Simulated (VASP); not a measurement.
Input of a VASP 6.6.1 run:

Contents of INCAR:

```
  PREC = Accurate
  ENCUT = 520
  EDIFF = 1E-7
  ISMEAR = -1
  SIGMA = 0.05
  LREAL = False
  LASPH = True
  NELM = 100
  ALGO = Normal
  ISIF = 2
  LWAVE = False
  LCHARG = False
  GGA = B5
  ALDAX = 1.0
  AGGAX = 1.0
  AGGAC = 1.0
  ALDAC = 0.0
  NBANDS = 15
```

KPOINTS

```
Automatic mesh
0
Gamma
  7 7 7
```

POSCAR

```
RbBr
1.0
    4.2920141244      0.0000000000      0.0000000000
    0.0000000000      4.2920141244      0.0000000000
    0.0000000000      0.0000000000      4.2920141244
Rb Br
1 1
Direct
    0.0000000000      0.0000000000      0.0000000000
    0.5000000000      0.5000000000      0.5000000000
```

Potentials or basis: VASP PAW PBE potentials, release 64 (Rb_sv, Br).

Launch:

```bash
$ cat potpaw_PBE.64/Rb_sv/POTCAR potpaw_PBE.64/Br/POTCAR > POTCAR
$ mpirun -np 1 vasp_std > vasp.out
```

**Question.** Estimate the pressure.

**Answer.** 0.1 GPa.

**Question.** Estimate the band gap on the k mesh.

**Answer.** 3.77 eV (least direct gap 3.90 eV).

Caveat: the PAW data sets were made with another functional, which shifts forces and pressure a little; an odd mesh through Γ misses points on the zone boundary, where band edges can lie.
